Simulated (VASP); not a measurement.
Write the native input for VASP 6.6.1 that does the following.

* Task: relaxation of cell and atoms
* Functional: LDA
* Potentials or basis: VASP PAW LDA potentials, release 64 (Zr_sv)
* Cutoff: 500 eV
* k mesh: 18 × 18 × 10
* Occupations: fermi-dirac, width 0.05 eV
* Spin: no spin polarisation
* Target pressure: 1 GPa
* Dipole correction: no
* Further INCAR settings: ALGO = Normal; EDIFF = 1e-07; IBRION = 2; EDIFFG = -0.002; NSW = 100; ISIF = 3

The structure of Zr lies in POSCAR:

```
Zr
1.0
    3.1465800692      0.0000000000      0.0000000000
   -1.5732900346      2.7250182750      0.0000000000
    0.0000000000      0.0000000000      5.0814389895
Zr
2
Direct
    0.3333333333      0.6666666667      0.2500000000
    0.6666666667      0.3333333333      0.7500000000
```

These files were run (other wordings do the same):

INCAR

```
SYSTEM = Zr
PREC = Accurate
ENCUT = 500
EDIFF = 1E-7
ISMEAR = -1
SIGMA = 0.05
LREAL = .False.
LASPH = .True.
NELM = 120
ALGO = Normal
ISIF = 3
LWAVE = .False.
LCHARG = .False.
IBRION = 2
NSW = 100
EDIFFG = -0.002
PSTRESS = 10.0
GGA_COMPAT = .False.
NELMIN = 4
```

KPOINTS

```
Automatic mesh
0
Gamma
  18 18 10
  0 0 0
```

Potentials or basis: VASP PAW LDA potentials, release 64 (Zr_sv).

Run with:

```bash
$ cat potpaw_LDA.64/Zr_sv/POTCAR > POTCAR
$ mpirun -np 1 vasp_std > vasp.out
```

Results of the run:

The relaxed volume is 21.59 Å³/atom, the relaxed cell is a = 3.135 Å, b = 3.135 Å, c = 5.075 Å, α = 90.00°, β = 90.00°, γ = 120.00° and the space group after relaxing (to 0.1 Å) is P6_3/mmc (No. 194). The energy change on relaxing (the run minimises the enthalpy) is +0.7 meV/atom. The ionic steps are 8. The pressure after relaxing is 1.0 GPa and the band gap on the k mesh is zero (bands 12 and 13 overlap by 1.21 eV).

Caveat: the cell is relaxed towards a set pressure, so the run minimises the enthalpy, not the energy.

Run time: 6.5 min on 1 thread of Oxide Virtual Turin-like Processor (shared host), peak memory 0.2 GiB.
